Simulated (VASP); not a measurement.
# Ag in VASP: single point with PBE

Aim: the single point of Ag with PBE.

All numbers are computed with VASP 6.6.1; they aren't measurements. Logs are shortened: lines on timing, memory, paths and dates and some standing lists are left out, and cuts for length are marked.

## (1) The cell of the first run

The typed cell holds 6 atoms: a = 2.889 Å, b = 2.889 Å, c = 14.543 Å, α = 78.54°, β = 78.54°, γ = 60.00°.

## (2) Single point, PBE (the part above a cut slid along it)

Input file INCAR:

```
PREC = Accurate ; ENCUT = 520
EDIFF = 1E-6 ; ISMEAR = 0
SIGMA = 0.15 ; LREAL = F
LASPH = T ; NELM = 60
ALGO = Fast ; ISIF = 2
LWAVE = F ; LCHARG = F
GGA = PE ; NBANDS = 42
```

Input file KPOINTS:

```
regular mesh
0
Gamma
  18 18 4
```

Input file POSCAR:

```
Ag
1.0
    2.0431000000     -2.0431000000      0.0000000000
    2.0431000000      0.0000000000     -2.0431000000
   10.8966695400      6.8102652300      6.8102652300
Ag
6
Direct
    0.6111194450      0.6111194450      0.0833166667
   -0.6111305550     -0.6111305550      0.9166500000
    0.1666694450      0.1666694450      0.2499833333
    0.2777694450      0.2777694450      0.5833166667
   -0.2777805550     -0.2777805550      0.4166500000
   -0.1666805550     -0.1666805550      0.7499833333
```

Potentials or basis: VASP PAW PBE potentials, release 64 (Ag).

The run is started by

```
$ cat potpaw_PBE.64/Ag/POTCAR > POTCAR
$ mpirun -np 1 vasp_std > vasp.out
```

OUTCAR:

```text
PREC = Accurate
   ENCUT = 520
   EDIFF = 1E-6
   ISMEAR = 0
   LREAL = F
   LASPH = T
   NELM = 60
   ISIF = 2
   GGA = PE

 ion  position               nearest neighbor table
   1  0.611  0.611  0.083-   2 2.89   2 2.89   3 2.89   3 2.89   3 2.89   2 2.89
   2  0.389  0.389  0.917-   1 2.89   1 2.89   6 2.89   6 2.89   6 2.89   1 2.89
   3  0.167  0.167  0.250-   1 2.89   1 2.89   1 2.89   5 2.89   5 2.89   5 2.89
   4  0.278  0.278  0.583-   6 2.89   6 2.89   6 2.89   5 2.89   5 2.89   5 2.89
   5  0.722  0.722  0.417-   3 2.89   4 2.89   3 2.89   3 2.89   4 2.89   4 2.89
   6  0.833  0.833  0.750-   4 2.89   4 2.89   4 2.89   2 2.89   2 2.89   2 2.89

  LATTYP: Found a trigonal (rhomboedric) cell.
 ALAT       =    14.2529815126
 COS(alpha) =     0.9794520407

  Lattice vectors:

 A1 = (   8.8535695400,   8.8533652300,   6.8102652300)
 A2 = (   6.8104695400,   8.8533652300,   8.8533652300)
 A3 = (   8.8535695400,   6.8102652300,   8.8533652300)

Analysis of symmetry for initial positions (statically):
=====================================================================
 Subroutine PRICEL returns:
 Original cell was already a primitive cell.

 Routine SETGRP: Setting up the symmetry group for a
 trigonal (rhombohedral) supercell.

 Subroutine GETGRP returns: Found  4 space group operations
 (whereof  2 operations were pure point group operations)
 out of a pool of 12 trial point group operations.

The static configuration has the point symmetry C_1h.
 The point group associated with its full space group is C_2h.

Analysis of symmetry for dynamics (positions and initial velocities):
=====================================================================
 Subroutine PRICEL returns:
 Original cell was already a primitive cell.

 Routine SETGRP: Setting up the symmetry group for a
 trigonal (rhombohedral) supercell.

 Subroutine GETGRP returns: Found  4 space group operations
 (whereof  2 operations were pure point group operations)
 out of a pool of 12 trial point group operations.

The dynamic configuration has the point symmetry C_1h.
 The point group associated with its full space group is C_2h.

 Subroutine INISYM returns: Found  4 space group operations
 (whereof  2 operations are pure point group operations),
 and found     1 'primitive' translations

----------------------------------------------------------------------------------------

                                     Primitive cell

  volume of cell :     102.3411

  direct lattice vectors                    reciprocal lattice vectors
     2.043100000 -2.043100000  0.000000000     0.135957613 -0.353494689  0.135957613
     2.043100000  0.000000000 -2.043100000     0.135957613  0.135957613 -0.353494689
    10.896669540  6.810265230  6.810265230     0.040787692  0.040787692  0.040787692

  length of vectors
     2.889379729  2.889379729 14.542930656     0.402402088  0.402402088  0.070646355

  position of ions in fractional coordinates (direct lattice)
     0.611119445  0.611119445  0.083316667
     0.388869445  0.388869445  0.916650000
     0.166669445  0.166669445  0.249983333
     0.277769445  0.277769445  0.583316667
     0.722219445  0.722219445  0.416650000
     0.833319445  0.833319445  0.749983333

  ion indices of the primitive-cell ions
   primitive index   ion index
                 1           1
                 2           2
                 3           3
                 4           4
                 5           5
                 6           6

----------------------------------------------------------------------------------------

 KPOINTS: regular mesh

Automatic generation of k-mesh.
 Grid dimensions read from file:
 generate k-points for:   18   18    4

 Generating k-lattice:

  Cartesian coordinates                     Fractional coordinates (reciprocal lattice)
     0.007553201 -0.019638594  0.007553201     0.055555556  0.000000000  0.000000000
     0.007553201  0.007553201 -0.019638594     0.000000000  0.055555556  0.000000000
     0.010196923  0.010196923  0.010196923     0.000000000  0.000000000  0.250000000

  Length of vectors
     0.022355672  0.022355672  0.017661589

  Shift w.r.t. Gamma in fractional coordinates (k-lattice)
     0.000000000  0.000000000  0.000000000

 -----------------------------------------------------------------------------
|                                                                             |
|           W    W    AA    RRRRR   N    N  II  N    N   GGGG   !!!           |
|           W    W   A  A   R    R  NN   N  II  NN   N  G    G  !!!           |
|           W    W  A    A  R    R  N N  N  II  N N  N  G       !!!           |
|           W WW W  AAAAAA  RRRRR   N  N N  II  N  N N  G  GGG   !            |
|           WW  WW  A    A  R   R   N   NN  II  N   NN  G    G                |
|           W    W  A    A  R    R  N    N  II  N    N   GGGG   !!!           |
|                                                                             |
|     Your reciprocal lattice and k-lattice belong to different lattice       |
|     classes:                                                                |
|                                                                             |
|        The reciprocal lattice is rhombohedral (trigonal),                   |
|        whereas your k-lattice is base-centered monoclinic.                  |
|                                                                             |
|     Results are often still useful ...                                      |
|                                                                             |
 -----------------------------------------------------------------------------

 WARNING: IBZKPT: internal override: KBLOWUP is changed to .FALSE.
      ... skipping the blow-up phase ...

 Subroutine IBZKPT returns following result:
 ===========================================

 Found    353 irreducible k-points:

 Following reciprocal coordinates:
            Coordinates               Weight
  0.000000  0.000000  0.000000      1.000000
  0.055556  0.000000  0.000000      4.000000
  0.111111  0.000000  0.000000      4.000000
  0.166667  0.000000 -0.000000      4.000000
  0.222222  0.000000  0.000000      4.000000
  0.277778  0.000000 -0.000000      4.000000
[... 16 lines left out ...]
 -0.277778  0.055556  0.000000      4.000000
 -0.222222  0.055556  0.000000      4.000000
 [... further k-points ...]
   k-points           NKPTS =    353   k-points in BZ     NKDIM =    353   number of bands    NBANDS=     42
   number of dos      NEDOS =    301   number of ions     NIONS =      6
   total plane-waves  NPLWV =  62208
   dimension x,y,z NGX =    24 NGY =   24 NGZ =  108
   dimension x,y,z NGXF=    48 NGYF=   48 NGZF=  216
   ions per type =               6
   NGX,Y,Z   is equivalent  to a cutoff of  13.81, 13.81, 12.35 a.u.
   NGXF,Y,Z  is equivalent  to a cutoff of  27.62, 27.62, 24.69 a.u.
 SYSTEM =  unknown system
   PREC   = accura    normal or accurate (medium, high low for compatibility)
   ISTART =      0    job   : 0-new  1-cont  2-samecut
   ICHARG =      2    charge: 1-file 2-atom 10-const
   ISPIN  =      1    spin polarized calculation?
   LNONCOLLINEAR =      F non collinear calculations
   LSORBIT =      F    spin-orbit coupling
   LASPH  =      T    aspherical Exc in radial PAW
   ENCUT  =  520.0 eV  38.22 Ry    6.18 a.u.   5.37  5.37 27.04*2*pi/ulx,y,z
   NELM   =     60;   NELMIN=  2; NELMDL= -5     # of ELM steps
   EDIFF  = 0.1E-05   stopping-criterion for ELM
   LREAL  =      F    real-space projection
   EDIFFG = 0.1E-04   stopping-criterion for IOM
   NSW    =      0    number of steps for IOM
   IBRION =     -1    ionic relax: 0-MD 1-quasi-New 2-CG
   NFREE  =      0    steps in history (QN), initial steepest desc. (CG)
   ISIF   =      2    stress and relaxation
   ISYM   =      2    0-nonsym 1-usesym 2-fastsym
   POTIM  = 0.5000    time-step for ionic-motion
   TEBEG  =    0.0;   TEEND  =   0.0 temperature during run
   PSTRESS=    0.0 pullay stress
   NELECT =      66.0000    total number of electrons
   NUPDOWN=      -1.0000    fix difference up-down
   EMIN   =  10.00;   EMAX   =-10.00  energy-range for DOS
   EFERMI =   0.00;   METHOD = LEGACY
   ISMEAR =     0;   SIGMA  =   0.15  broadening in eV -4-tet -1-fermi 0-gaus
   EFERMI_NEDOS =   21; number of points for ismear=-14 and -15
   IALGO  =     68    algorithm
   IMIX   =      4    mixing-type and parameters
     AMIX     =   0.40;   BMIX     =  1.00
     AMIX_MAG =   1.60;   BMIX_MAG =  1.00
  volume/ion in A,a.u.               =      17.06       115.11
  Fermi-wavevector in a.u.,A,eV,Ry     =   1.414402  2.672832 27.218893  2.000532
  Thomas-Fermi vector in A             =   2.535948
   LORBIT       =      0    0 simple, 1 ext, 2 COOP (PROOUT), +10 PAW based schemes
   GGA     = PE    functional components
   LHFCALC =     F    Hartree Fock is set to
   AEXX    =    0.0000 exact exchange contribution
   IVDW    =     0    specifies the selected vdW correction
   LEPSILON=     F    determine dielectric tensor
   LRPA    =     F    only Hartree local field effects (RPA)
 non-spin polarized calculation
 RMM-DIIS sequential band-by-band and
 Gauss-broadening in eV      SIGMA  =   0.15
  energy-cutoff  :      520.00
  volume of cell :      102.34
 maximum number of plane-waves:      2807
 NGX is ok and might be reduce to    24
   NGX = 11   NGY = 11   NGZ = 55

 number of electron      66.0000017 magnetization

 Free energy of the ion-electron system (eV)
  ---------------------------------------------------
  ext. energy  EPLUGINS =         0.00000000
  ---------------------------------------------------
  free energy    TOTEN  =       -16.24830637 eV

  energy without entropy =      -16.23164079  energy(sigma->0) =      -16.23997358

 E-fermi :   8.4318     XC(G=0): -12.2073

 val. band max:        8.4251454166   @ k =  -0.2222   0.1111   0.0000
 cond. band min:       8.4405394860   @ k =   0.5000   0.2222   0.5000
 fundamental gap:      0.0153940695
 Fermi energy:         8.4317511929

 k-point     1 :       0.0000    0.0000    0.0000
  band No.  band energies     occupation
      1       0.6598      2.00000
      2       1.4536      2.00000
      3       1.4558      2.00000
      4       2.0292      2.00000
      5       2.1504      2.00000
      6       2.1515      2.00000
[... 34 lines left out ...]
     41      22.6892      0.00000
     42      23.8682      0.00000

 k-point     2 :       0.0556    0.0000    0.0000
  band No.  band energies     occupation
      1       0.7470      2.00000
      2       1.4839      2.00000
      3       1.5845      2.00000
      4       2.0826      2.00000
      5       2.2065      2.00000
      6       2.2182      2.00000
[... 34 lines left out ...]
     41      22.9173      0.00000
     42      23.7536      0.00000

 k-point     3 :       0.1111    0.0000    0.0000
  band No.  band energies     occupation
      1       1.0017      2.00000
      2       1.6594      2.00000
      3       1.8543      2.00000
      4       2.2313      2.00000
      5       2.3534      2.00000
      6       2.4097      2.00000
[... 34 lines left out ...]
     41      22.7828      0.00000
     42      22.9280      0.00000

 k-point     4 :       0.1667    0.0000   -0.0000
  band No.  band energies     occupation
      1       1.3971      2.00000
      2       1.9238      2.00000
      3       2.1906      2.00000
      4       2.4332      2.00000
      5       2.5108      2.00000
      6       2.6968      2.00000
[... 844 lines left out ...]
     41      16.3161      0.00000
     42      17.5975      0.00000

 k-point    23 :      -0.2778    0.0556    0.0000
  band No.  band energies     occupation
      1       2.2571      2.00000
      2       2.3499      2.00000
      3       2.4463      2.00000
      4       2.5138      2.00000
      5       2.5448      2.00000
      6       2.7127      2.00000
[... 34 lines left out ...]
     41      17.7056      0.00000
     42      17.9648      0.00000

 k-point    24 :      -0.2222    0.0556    0.0000
  band No.  band energies     occupation
      1       2.1220      2.00000
      2       2.2809      2.00000
      3       2.4843      2.00000
      4       2.5790      2.00000
      5       2.6341      2.00000
      6       2.9160      2.00000
[... 34 lines left out ...]
     41      18.4562      0.00000
     42      19.4978      0.00000

 [... further k-points ...]
[... 5 lines left out ...]
  --------------------------------------------------------------------------------------
  -------------------------------------------------------------------------------------
  Total        2.9667450      2.9225831      2.9225831     -0.0247426     -0.0534397     -0.0247427
  in kB       46.4451832     45.7538168     45.7538168     -0.3873517     -0.8366122     -0.3873529
  external PRESSURE =      45.9842722 kB  Pullay stress =       0.0000000 kB

 VOLUME and BASIS-vectors are now :
 -----------------------------------------------------------------------------
  energy-cutoff  :      520.00
  volume of cell :      102.34
      direct lattice vectors                 reciprocal lattice vectors
     2.043100000 -2.043100000  0.000000000     0.135957613 -0.353494689  0.135957613
     2.043100000  0.000000000 -2.043100000     0.135957613  0.135957613 -0.353494689
    10.896669540  6.810265230  6.810265230     0.040787692  0.040787692  0.040787692

 POSITION                                       TOTAL-FORCE (eV/Angst)
 -----------------------------------------------------------------------------------
      3.40503     -0.68117     -0.68117         0.009052      0.010876      0.010876
     11.57743      5.44813      5.44813        -0.009052     -0.010876     -0.010876
      3.40503      1.36193      1.36193         0.010565      0.010579      0.010579
      7.49123      3.40503      3.40503        -0.001006     -0.001059     -0.001059
      7.49123      1.36193      1.36193         0.001006      0.001059      0.001059
     11.57743      3.40503      3.40503        -0.010565     -0.010579     -0.010579
 -----------------------------------------------------------------------------------
    total drift:                               -0.000001     -0.000001     -0.000001

  FREE ENERGIE OF THE ION-ELECTRON SYSTEM (eV)
  ---------------------------------------------------
  free  energy   TOTEN  =       -16.2483063708 eV

  energy  without entropy=      -16.2316407889  energy(sigma->0) =      -16.23997358
```

Wall time 37 min (1 thread of Oxide Virtual Turin-like, shared host); peak memory 0.99 GiB.

What came out:

- Free energy: -16.2483 eV
- Pressure: 4.6 GPa
- Largest force: 0.018 eV/Å
- Band gap on the k mesh: zero (bands 33 and 34 overlap by 6.40 eV)

Forces in eV/Å, atoms in the order of the input:
```
Ag   0.009  0.011  0.011
Ag  -0.009 -0.011 -0.011
Ag   0.011  0.011  0.011
Ag  -0.001 -0.001 -0.001
Ag   0.001  0.001  0.001
Ag  -0.011 -0.011 -0.011
```

Caveat: the cell differs from its parent crystal (the part above a cut slid along it); the cell stands under pressure.
